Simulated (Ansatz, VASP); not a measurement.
## CsH in VASP and in Ansatz

File INCAR:

```
SYSTEM = CsH
ALGO = Normal
EDIFF = 1E-7
ENCUT = 520
ISIF = 2
ISMEAR = 0
LASPH = .TRUE.
LCHARG = .FALSE.
LREAL = .FALSE.
LWAVE = .FALSE.
NBANDS = 12
NELM = 100
PREC = Accurate
SIGMA = 0.05
```

The input KPOINTS:

```
k-points
0
G
  8 8 8
  0 0 0
```

POSCAR

```
CsH
1.0
   -0.1594000000      3.1880000000      3.1880000000
    3.1880000000     -0.1594000000      3.1880000000
    3.0286000000      3.0286000000      0.0000000000
Cs H
1 1
Direct
    0.0000000000      0.0000000000      0.0000000000
    0.5000000000      0.5000000000      0.5000000000
```

Input for Ansatz:

```yaml
crystal:
  lattice:
    - [-0.1594, 3.188, 3.188]
    - [3.188, -0.1594, 3.188]
    - [3.0286, 3.0286, 0.0]
  atoms:
    - { symbol: Cs, position: [0.0, 0.0, 0.0] }
    - { symbol: H, position: [0.5, 0.5, 0.5] }
basis:
  ecutwfc: 420
kpoints:
  mp_grid: { grid: [8, 8, 8] }
hamiltonian:
  xc: lda
scf:
  occupations: { method: gaussian, width: 0.05 }
output:
  forces: true
  stress: true
  eigenvalues: true
```

Change from the starting cell: strain -0.1000 x Voigt [0, 0, 0, 0, 0, 1], atoms carried along.

Alike in both runs: task single point; functional LDA; k mesh 8 × 8 × 8; occupations gaussian, width 0.05 eV; no spin polarisation.

```csv
,VASP,Ansatz
version,VASP 6.6.1,Ansatz 0.2.0
potentials or method,"VASP PAW LDA potentials, release 64 (Cs_sv, H), cutoff 520 eV","scalar-relativistic, plane waves, PAW"
valence electrons in the cell,10,10
```

|  | VASP | Ansatz | Ansatz less VASP |
| --- | --- | --- | --- |
| gap on the k mesh at the Fermi level (eV) | 1.87 | 1.89 | +0.018 |
| least direct gap on the mesh (eV) | 1.93 | 1.95 | +0.020 |
| pressure (GPa) | -1.3 | -1.3 | -0.02 |
| traceless stress, the component that is largest in VASP (GPa) | 0.56 | 0.56 | 0.000 |

LDA's correlation is that of Perdew and Zunger in VASP and of Perdew and Wang (1992) in Ansatz.

Neither program's run includes spin-orbit coupling.
